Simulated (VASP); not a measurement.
The system is GaN.

```xyz
2
Lattice="0.0000 2.2490 2.2490 2.2490 0.0000 2.2490 2.2490 2.2490 0.0000" Properties=species:S:1:pos:R:3 pbc="T T T"
Ga    0.0000    0.0000    0.0000
N     1.1245    1.1245    1.1245
```

Program: VASP 6.6.1. Alike in all runs: task single point; cell as given; k mesh 8 × 8 × 8; cutoff (eV) 520; smearing gaussian 0.01 eV.

Q: Order these runs on this cell by their pressure, lowest first.
A. level PBE; potentials or basis VASP PAW PBE potentials, release 64 (Ga_d, N); spin non-collinear, zero start, SOC
B. level LDA; potentials or basis VASP PAW LDA potentials, release 64 (Ga_d, N); spin off
C. level r2SCAN; potentials or basis VASP PAW PBE potentials, release 64 (Ga_d, N); spin off

A: B (-4.4 GPa), C (1.1 GPa), A (6.3 GPa).

Caveats: the PAW data sets were made with another functional, which shifts forces and pressure a little (some runs).
